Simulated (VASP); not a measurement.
Here is a VASP 6.6.1 calculation.

The input INCAR:

```
  PREC = Accurate
  ENCUT = 600
  EDIFF = 1E-8
  ISMEAR = 0
  SIGMA = 0.01
  LREAL = False
  LASPH = True
  NELM = 80
  ALGO = Normal
  ISIF = 3
  LWAVE = False
  LCHARG = True
  IBRION = 6
  NFREE = 2
  POTIM = 0.015
  NSW = 1
```

Contents of KPOINTS:

```
regular mesh
0
Gamma
  10 10 6
```

File POSCAR:

```
C
1.0
    2.1273203072     -1.2282824400      0.0000000000
    2.1273203072      1.2282824400      0.0000000000
   -1.3790696309      0.0000000000      3.5028300786
C
2
Direct
    0.1666444700      0.1666444700      0.9999069600
    0.8333555300      0.8333555300      0.0000930400
```

Potentials or basis: VASP PAW LDA potentials, release 64 (C).

Run with:

```bash
$ cat potpaw_LDA.64/C/POTCAR > POTCAR
$ mpirun -np 1 vasp_std > vasp.out
```

Predict the Voigt bulk modulus.

267 GPa.

Estimate the highest phonon frequency at Γ.

1579 cm⁻¹.

Clamped-ion elastic tensor (GPa):
```
1042  157   -3    0   -1    0
 157 1042   -3    0    1    0
  -3   -3   14    0    0    0
   0    0    0    6    0    1
  -1    1    0    0    3    0
   0    0    0    1    0  442
```

Caveat: the cell is under stress, which shifts elastic constants.
